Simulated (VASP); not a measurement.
# InP (F-43m) in VASP: a series of runs, part 2 of 2

VASP 6.6.1. Earlier steps stand in the parts before.

### 4 Single point, B3LYP

This run uses another cell than the first one, of 24.66 Å³/atom.

POSCAR

```
InP
1.0
    0.0000000000      2.9108316221      2.9108316221
    2.9108316221      0.0000000000      2.9108316221
    2.9108316221      2.9108316221      0.0000000000
In P
1 1
Direct
    0.0000000000      0.0000000000      0.0000000000
    0.7500000000      0.7500000000      0.7500000000
```

INCAR.step1

```
SYSTEM = InP
PREC = Accurate ; ENCUT = 520
EDIFF = 1E-5 ; ISMEAR = -1
SIGMA = 0.05 ; LREAL = .FALSE.
LASPH = .TRUE. ; NELM = 60
ALGO = Normal ; ISIF = 2
LWAVE = .TRUE. ; LCHARG = .FALSE.
NBANDS = 16 ; GGA = PE
```

INCAR.step2

```
SYSTEM = InP
PREC = Accurate ; ENCUT = 520
EDIFF = 1E-7 ; ISMEAR = -1
SIGMA = 0.05 ; LREAL = .FALSE.
LASPH = .TRUE. ; NELM = 60
ALGO = Normal ; ISIF = 2
LWAVE = .FALSE. ; LCHARG = .FALSE.
GGA = B3 ; LHFCALC = .TRUE.
AEXX = 0.2 ; AGGAX = 0.72
AGGAC = 0.81 ; ALDAC = 0.19
PRECFOCK = Normal ; NBANDS = 16
ISTART = 1
```

KPOINTS

```
regular mesh
0
G
  4 4 4
  0 0 0
```

Potentials or basis: VASP PAW PBE potentials, release 64 (In_d, P).

Run with:

```
> cat potpaw_PBE.64/In_d/POTCAR potpaw_PBE.64/P/POTCAR > POTCAR
> cp INCAR.step1 INCAR
> mpirun -np 1 vasp_std > vasp.out
> cp INCAR.step2 INCAR
> mpirun -np 1 vasp_std > vasp.out
```

OUTCAR:

```text
SYSTEM = InP
   PREC = Accurate
   ENCUT = 520
   EDIFF = 1E-7
   ISMEAR = -1
   LREAL = .FALSE.
   LASPH = .TRUE.
   NELM = 60
   ISIF = 2
   GGA = B3
   LHFCALC = .TRUE.
   AEXX = 0.2
   PRECFOCK = Normal
   ISTART = 1

 ion  position               nearest neighbor table
   1  0.000  0.000  0.000-   2 2.52   2 2.52   2 2.52   2 2.52
   2  0.750  0.750  0.750-   1 2.52   1 2.52   1 2.52   1 2.52

  LATTYP: Found a face centered cubic cell.
 ALAT       =     5.8216632442

[... 329 lines left out ...]

------------------------ aborting loop because EDIFF is reached ----------------------------------------

  FORCE on cell =-STRESS in cart. coord.  units (eV):
  Direction    XX          YY          ZZ          XY          YZ          ZX
  --------------------------------------------------------------------------------------
  -------------------------------------------------------------------------------------
  Total        1.9088475      1.9088475      1.9088475     -0.0000000     -0.0000000     -0.0000000
  in kB       62.0012666     62.0012666     62.0012666     -0.0000000     -0.0000000     -0.0000000
  external PRESSURE =      62.0012666 kB  Pullay stress =       0.0000000 kB

 VOLUME and BASIS-vectors are now :
 -----------------------------------------------------------------------------
  energy-cutoff  :      520.00
  volume of cell :       49.33
      direct lattice vectors                 reciprocal lattice vectors
     0.000000000  2.910831622  2.910831622    -0.171772217  0.171772217  0.171772217
     2.910831622  0.000000000  2.910831622     0.171772217 -0.171772217  0.171772217
     2.910831622  2.910831622  0.000000000     0.171772217  0.171772217 -0.171772217

 POSITION                                       TOTAL-FORCE (eV/Angst)
 -----------------------------------------------------------------------------------
      0.00000      0.00000      0.00000        -0.000000     -0.000000     -0.000000
      4.36625      4.36625      4.36625         0.000000      0.000000      0.000000
 -----------------------------------------------------------------------------------
    total drift:                               -0.000007      0.000012     -0.000003

  FREE ENERGIE OF THE ION-ELECTRON SYSTEM (eV)
  ---------------------------------------------------
  free  energy   TOTEN  =        -9.1459234666 eV

  energy  without entropy=       -9.1459234663  energy(sigma->0) =       -9.14592347
```

OSZICAR.step1:

```text
N       E                     dE             d eps       ncg     rms          rms(c)
DAV:   1     0.109516148540E+03    0.10952E+03   -0.83277E+03   256   0.122E+03
DAV:   2    -0.577981036451E+00   -0.11009E+03   -0.10568E+03   288   0.298E+02
DAV:   3    -0.849901928977E+01   -0.79210E+01   -0.78811E+01   312   0.760E+01
DAV:   4    -0.870120752618E+01   -0.20219E+00   -0.20212E+00   352   0.128E+01
DAV:   5    -0.870926544786E+01   -0.80579E-02   -0.80577E-02   360   0.226E+00    0.593E+00
DAV:   6    -0.827841330856E+01    0.43085E+00   -0.64415E-01   408   0.135E+01    0.354E+00
DAV:   7    -0.824291137824E+01    0.35502E-01   -0.18052E-01   384   0.351E+00    0.129E+00
DAV:   8    -0.824392523663E+01   -0.10139E-02   -0.18806E-02   304   0.163E+00    0.359E-01
DAV:   9    -0.824470404297E+01   -0.77881E-03   -0.15117E-03   320   0.413E-01    0.161E-01
DAV:  10    -0.824486754267E+01   -0.16350E-03   -0.27725E-04   360   0.235E-01    0.107E-01
DAV:  11    -0.824495575772E+01   -0.88215E-04   -0.12305E-04   288   0.101E-01    0.393E-02
DAV:  12    -0.824495495276E+01    0.80496E-06   -0.90745E-06   240   0.298E-02
   1 F= -.82449550E+01 E0= -.82449474E+01  d E =-.150514E-04
```

Wall time 12 min (1 thread of AMD EPYC 7R13 (Zen 3), shared host); peak memory 0.15 GiB.

Results:

```
Free energy            : -9.1459 eV
Pressure               : 6.2 GPa
Band gap on the k mesh : 1.98 eV
```

Caveat: the k points lie up to 0.47 Å⁻¹ apart; the PAW data sets were made with another functional, which shifts forces and pressure a little; spin-orbit coupling is left out, which moves the levels of the heavy elements.

### 5 Single point, B3LYP

This run uses another cell than the first one, of 25.17 Å³/atom.

POSCAR

```
InP
1.0
    0.0000000000      2.9305000000      2.9305000000
    2.9305000000      0.0000000000      2.9305000000
    2.9305000000      2.9305000000      0.0000000000
In P
1 1
Direct
    0.0000000000      0.0000000000      0.0000000000
    0.7500000000      0.7500000000      0.7500000000
```

INCAR.step1

```
PREC = Accurate
ENCUT = 520
EDIFF = 1E-5
ISMEAR = -1
SIGMA = 0.05
LREAL = F
LASPH = T
NELM = 80
ALGO = Normal
ISIF = 2
LWAVE = T
LCHARG = F
NBANDS = 16
GGA = PE
```

INCAR.step2

```
PREC = Accurate
ENCUT = 520
EDIFF = 1E-7
ISMEAR = -1
SIGMA = 0.05
LREAL = F
LASPH = T
NELM = 80
ALGO = Normal
ISIF = 2
LWAVE = F
LCHARG = F
GGA = B3
LHFCALC = T
AEXX = 0.2
AGGAX = 0.72
AGGAC = 0.81
ALDAC = 0.19
PRECFOCK = Normal
NBANDS = 16
ISTART = 1
```

KPOINTS

```
regular mesh
0
Gamma
  4 4 4
```

Run with:

```
> cat potpaw_PBE.64/In_d/POTCAR potpaw_PBE.64/P/POTCAR > POTCAR
> cp INCAR.step1 INCAR
> mpirun -np 1 vasp_std > vasp.out
> cp INCAR.step2 INCAR
> mpirun -np 1 vasp_std > vasp.out
```

It took 8.7 min on 1 thread of AMD EPYC 7R13 (Zen 3), shared host; peak memory 0.15 GiB.

Results (log left out):

```
Free energy            : -9.1801 eV
Pressure               : 4.5 GPa
Band gap on the k mesh : 1.85 eV
```

Levels at points of the mesh, in eV from the valence-band top:
```tsv
k point	band 6	band 7	band 8	band 9	band 10	band 11	band 12	band 13
(0.00, 0.00, 0.00)	-12.54	0.00	0.00	0.00	1.85	5.36	5.36	5.36
(0.50, 0.00, 0.00)	-10.71	-6.18	-1.05	-1.05	2.68	6.14	6.14	8.59
(0.50, 0.50, 0.00)	-10.01	-6.21	-2.49	-2.49	2.94	3.51	10.80	11.21
```

Caveat: the k points lie up to 0.46 Å⁻¹ apart; the PAW data sets were made with another functional, which shifts forces and pressure a little; spin-orbit coupling is left out, which moves the levels of the heavy elements.

### 6 The runs side by side

```tsv
cell	gap on the mesh (eV)	pressure (GPa)
a = 4.060 Å, angles 60.0°, 2 atoms	2.24	10.2
a = 4.088 Å, angles 60.0°, 2 atoms	2.11	8.1
a = 4.117 Å, angles 60.0°, 2 atoms	1.98	6.2
a = 4.144 Å, angles 60.0°, 2 atoms	1.85	4.5
```

Alike in all rows: task single point; level B3LYP; potentials or basis VASP PAW PBE potentials, release 64 (In_d, P); no spin polarisation; k mesh 4 × 4 × 4; cutoff (eV) 520; smearing fermi-dirac 0.05 eV.

Caveats: all runs use coarse meshes; the PAW data sets were made with another functional, which shifts forces and pressure a little; spin-orbit coupling is left out, which moves the levels of the heavy elements.

Absolute energies hang on the potentials; compare differences alone.
